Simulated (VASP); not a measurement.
**Sb: electric field gradients with LDA**

The system is Sb.

```
Sb
1.0
     3.38019    0.00000    0.00000
    -1.69010    2.92733    0.00000
     0.00000    0.00000    5.34771
Sb
2
Cartesian
  0.0000 1.9516 1.3369
  1.6901 0.9758 4.0108
```

This cell differs from its parent crystal: volume scaled by 1.01.

| Item | Value |
| --- | --- |
| Program | VASP 6.6.1 |
| Task | electric field gradients |
| Functional | LDA |
| Potentials or basis | VASP PAW LDA potentials, release 64 (Sb) |
| Cutoff | 520 eV |
| k mesh | 12 × 12 × 7 |
| Occupations | fermi-dirac, width 0.03 eV |
| Spin | no spin polarisation |
| Dipole correction | no |
| Further INCAR settings | ALGO = Normal; EDIFF = 1e-08; NBANDS = 12 |

- Pressure: -1.9 GPa
- Band gap on the k mesh: zero (band 5 reaches 12.55 eV, above the bottom of band 6 at 5.76 eV)

Stress tensor (GPa, compression positive):
```
-1.41  0.00  0.00
 0.00 -1.41  0.00
 0.00  0.00 -2.92
```

Levels at points of the mesh, in eV from the Fermi level:
```csv
k point,band 3,band 4,band 5,band 6,band 7,band 8
"(0.00, 0.00, 0.00)",-5.88,3.21,3.21,4.97,4.97,5.85
"(0.50, 0.00, 0.00)",-4.25,-2.89,-2.38,-0.17,0.08,3.65
```

Electric field gradients, principal values (V/Å²):
| atom | least | middle | greatest (by size) |
| --- | --- | --- | --- |
| 1 Sb | -12.205 | -12.205 | 24.411 |
| 2 Sb | -12.205 | -12.205 | 24.411 |

It took 36 s on 1 thread of Intel Xeon 6975P-C, on a shared host, peak memory 0.18 GiB.

Caveat: without QUAD_EFG the Cq values of the log hold for a quadrupole moment of 1 mb, not for the nuclei; spin-orbit coupling is left out, which moves the levels of the heavy elements.
